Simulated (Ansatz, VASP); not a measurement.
KTi3: VASP beside Ansatz

```xyz
4
Lattice="4.9006 0.0000 0.0000 0.0000 4.9006 0.0000 0.0000 0.0000 4.9006" Properties=species:S:1:pos:R:3 pbc="T T T"
K     2.4503    2.4503    2.4503
Ti    2.4503    0.0000    0.0000
Ti    0.0000    2.4503    0.0000
Ti    0.0000    0.0000    2.4503
```

Alike in both runs: task relaxation of cell and atoms; functional PBE; k mesh 4 × 4 × 4; occupations gaussian, width 0.1 eV; no spin polarisation.

|  | VASP | Ansatz |
| --- | --- | --- |
| version | VASP 6.6.1 | Ansatz 0.2.0 |
| potentials or method | VASP PAW PBE potentials, release 64 (K_sv, Ti_sv), cutoff 600 eV | scalar-relativistic, plane waves, PAW |
| valence electrons in the cell | 45 | 45 |

|  | VASP | Ansatz | Ansatz less VASP |
| --- | --- | --- | --- |
| gap on the k mesh at the Fermi level, each at its own relaxed structure (eV) | none | none | - |
| relaxed volume (Å³/atom) | 21.34 | 21.25 | -0.089 |
| relaxed cell length with the largest relative difference (Å) | 4.403 | 4.397 | -0.0062 |

A gap of «none» marks a metal or a gap that the smearing closes.

Noted on VASP's run: the volume moved by over 15 % at a fixed basis, so the end points are rough.
